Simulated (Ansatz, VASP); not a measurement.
**GaSb2 in VASP and in Ansatz**

```xyz
3
Lattice="-1.8663 1.8663 5.5796 1.8663 -1.8663 5.5796 1.8663 1.8663 -5.5796" Properties=species:S:1:pos:R:3 pbc="T T T"
Ga    0.0000    0.0000    0.0000
Sb    0.0000    0.0000    4.1105
Sb    0.0000    0.0000    7.0487
```

Alike in both runs: functional PBE; k mesh 18 × 18 × 18; occupations gaussian, width 0.1 eV; no spin polarisation.

Ansatz relaxed the structure, and its values are those at the end. VASP's run is a single point on that final structure, the one shown.

```csv
,VASP,Ansatz
version,VASP 6.6.1,Ansatz 0.2.0
potentials or method,"VASP PAW PBE potentials, release 64 (Ga_d, Sb), cutoff 520 eV","scalar-relativistic, plane waves, PAW"
valence electrons in the cell,23,43
```

|  | VASP | Ansatz | Ansatz less VASP |
| --- | --- | --- | --- |
| gap on the k mesh at the Fermi level (eV) | none | none | - |
| pressure (GPa) | 0.0 | 0.0 | -0.02 |
| rms of the force components (eV/Å) | 0.011 | 0.000 | -0.0110 |

A gap of «none» marks a metal or a gap that the smearing closes. VASP's potentials hold 23 valence electrons a cell and Ansatz's 43, so a difference there can come from the potentials and not from the codes.

Spin-orbit coupling is off throughout.
